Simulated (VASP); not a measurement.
Input of a VASP 6.6.1 run:

INCAR

```
SYSTEM = TaN
  PREC = Accurate
  ENCUT = 520
  EDIFF = 1E-6
  ISMEAR = 0
  SIGMA = 0.1
  LREAL = .FALSE.
  LASPH = .TRUE.
  NELM = 80
  ALGO = Normal
  ISIF = 2
  LWAVE = .FALSE.
  LCHARG = .FALSE.
  GGA = PS
  NBANDS = 33
```

KPOINTS

```
Automatic mesh
0
G
  9 9 12
  0 0 0
```

POSCAR

```
TaN
1.0
    5.3510229320      0.0000000000      0.0000000000
   -2.6755114660      4.6341217953      0.0000000000
    0.0000000000      0.0000000000      3.0447341600
Ta N
3 3
Direct
    0.0000000000      0.0000000000      0.0000000000
    0.3333333333      0.6666666667      0.5000000000
    0.6666666667      0.3333333333      0.5000000000
    0.5000000000      0.0000000000      0.0000000000
    0.5000000000      0.5000000000      0.0000000000
    0.0000000000      0.5000000000      0.0000000000
```

Potentials or basis: VASP PAW PBE potentials, release 64 (Ta_pv, N).

Launch:

```console
$ cat potpaw_PBE.64/Ta_pv/POTCAR potpaw_PBE.64/N/POTCAR > POTCAR
$ mpirun -np 1 vasp_std > vasp.out
```

Problem. Estimate the pressure.

Solution. -27.1 GPa.

Problem. Estimate the band gap on the k mesh.

Solution. Zero (bands 24 and 25 overlap by 1.84 eV).

Stress tensor (GPa, compression positive):
```
-21.42   0.00   0.00
  0.00 -21.42   0.00
  0.00   0.00 -38.43
```

Caveat: the cell differs from its parent crystal (strained); the cell stands under tension; the PAW data sets were made with another functional, which shifts forces and pressure a little; spin-orbit coupling is left out, which moves the levels of the heavy elements.
